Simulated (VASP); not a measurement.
Input of a VASP 6.6.1 run:

The input INCAR:

```
SYSTEM = Hf
PREC = Accurate
ENCUT = 520
EDIFF = 1E-7
ISMEAR = -1
SIGMA = 0.03
LREAL = .FALSE.
LASPH = .TRUE.
NELM = 80
ALGO = Normal
ISIF = 2
LWAVE = .FALSE.
LCHARG = .FALSE.
GGA = CA
NBANDS = 11
```

Contents of KPOINTS:

```
regular mesh
0
G
  13 13 13
  0 0 0
```

POSCAR

```
Hf
1.0
    0.0000000000      2.2200000000      2.1978000000
    2.2200000000      0.0000000000      2.1978000000
    2.2200000000      2.2200000000      0.0000000000
Hf
1
Direct
    0.0000000000      0.0000000000      0.0000000000
```

Potentials or basis: VASP PAW LDA potentials, release 64 (Hf_pv).

Run with:

```bash
$ cat potpaw_LDA.64/Hf_pv/POTCAR > POTCAR
$ mpirun -np 1 vasp_std > vasp.out
```

Problem. Estimate the pressure.

Solution. -4.5 GPa.

Problem. Predict the band gap on the k mesh.

Solution. Zero (band 5 reaches 6.14 eV, above the bottom of band 6 at 4.25 eV).

Stress tensor (GPa, compression positive):
```
-4.54  0.00  0.00
 0.00 -4.54  0.00
 0.00  0.00 -4.37
```

Caveat: the cell differs from its parent crystal (zz strain of -1 %); spin-orbit coupling is left out, which moves the levels of the heavy elements.
